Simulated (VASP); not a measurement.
# HC9: single point with PBE+D3(BJ)

The system is HC9, a slab with vacuum.

```xyz
20
Lattice="7.3980 0.0000 0.0000 -3.6990 6.4069 0.0000 0.0000 0.0000 12.0000" Properties=species:S:1:pos:R:3 pbc="T T T"
C    -0.0289    0.0881    0.8320
C     1.1897    0.7918    0.8284
C    -1.2724    2.2134    0.8343
C    -0.0289    2.9312    0.8313
C    -2.5094    4.3632    0.8338
C    -1.2726    5.0772    0.8335
C     2.4262    0.0777    0.8313
C     3.6698    0.7956    0.8334
C     1.1896    2.2274    0.8280
C     2.4262    2.9415    0.8313
C    -0.0292    4.3592    0.8333
C     1.1896    5.0630    0.8339
C     4.8886    0.0920    0.8347
C     6.1255    0.8059    0.8346
C     3.6698    2.2237    0.8334
C     4.8886    2.9273    0.8346
C     2.4264    4.3489    0.8337
C     3.6699    5.0669    0.8338
H     0.3921    1.4795    3.8975
H     1.1145    1.6349    4.0333
```

```json
{
  "Program": "VASP 6.6.1",
  "Task": "single point",
  "Functional": "PBE",
  "Dispersion": "D3(BJ)",
  "Potentials or basis": "VASP PAW PBE potentials, release 64 (C, H)",
  "Cutoff": "520 eV",
  "k mesh": "2 × 2 × 1",
  "Occupations": "fermi-dirac, width 0.02 eV",
  "Spin": "no spin polarisation",
  "Dipole correction": "no",
  "Further INCAR settings": "LREAL = Auto; ALGO = Normal; EDIFF = 1e-06; NBANDS = 53"
}
```

```yaml
Largest_force: 0.033 eV/Å
Band_gap_on_the_k_mesh: 0.21 eV
Dispersion_energy_per_atom: -0.083 eV
```

Forces in eV/Å, atoms in the order of the input:
```
C   -0.007  0.007  0.002
C    0.000  0.009  0.000
C    0.005  0.003 -0.001
C    0.006 -0.007 -0.001
C    0.002 -0.004  0.008
C   -0.003 -0.003  0.000
C   -0.003  0.003  0.003
C   -0.004  0.003 -0.001
C    0.000 -0.001 -0.007
C    0.000 -0.003  0.000
C    0.001 -0.005 -0.002
C    0.002 -0.005  0.001
C    0.003  0.002 -0.001
C    0.005 -0.003  0.005
C   -0.009  0.003  0.002
C    0.002  0.009  0.001
C    0.006 -0.002 -0.003
C   -0.001 -0.002 -0.001
H    0.025  0.004  0.001
H   -0.032 -0.006 -0.008
```

Levels at points of the mesh, in eV from the valence-band top:
```
           k point  band 34  band 35  band 36  band 37  band 38  band 39  band 40  band 41
(0.00, 0.00, 0.00)    -2.94    -2.94     0.00     0.00     0.21     0.21     3.41     4.52
(0.50, 0.00, 0.00)    -2.57    -2.53    -2.52    -2.25     1.78     2.59     2.59     2.66
(0.00, 0.50, 0.00)    -2.57    -2.53    -2.52    -2.26     1.79     2.59     2.59     2.66
(0.50, 0.50, 0.00)    -2.57    -2.52    -2.52    -2.25     1.78     2.59     2.59     2.66
```

It took 7.7 min on 1 thread of Intel Xeon 8259CL, on a shared host, peak memory 0.58 GiB.

Caveat: the k points lie up to 0.49 Å⁻¹ apart.
